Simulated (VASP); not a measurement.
Here is a VASP 6.6.1 calculation.

The input INCAR:

```
  ALGO = Fast
  EDIFF = 1E-7
  ENCUT = 520
  GGA = PE
  ISIF = 2
  ISMEAR = 0
  LASPH = True
  LCHARG = True
  LELF = True
  LREAL = False
  LVHAR = True
  LWAVE = False
  NBANDS = 10
  NELM = 80
  PREC = Accurate
  SIGMA = 0.027000000000000003
```

Contents of KPOINTS:

```
k-points
0
Gamma
  12 12 12
```

File POSCAR:

```
Ir
1.0
    0.0000000000      1.9156000000      1.9156000000
    1.9156000000      0.0000000000      1.9156000000
    1.9156000000      1.9156000000      0.0000000000
Ir
1
Direct
    0.0000000000      0.0000000000      0.0000000000
```

Potentials or basis: VASP PAW PBE potentials, release 64 (Ir).

The run is started by

```bash
$ cat potpaw_PBE.64/Ir/POTCAR > POTCAR
$ mpirun -np 1 vasp_std > vasp.out
```

(1) Estimate the pressure.

## Answers

(1) 11.7 GPa.
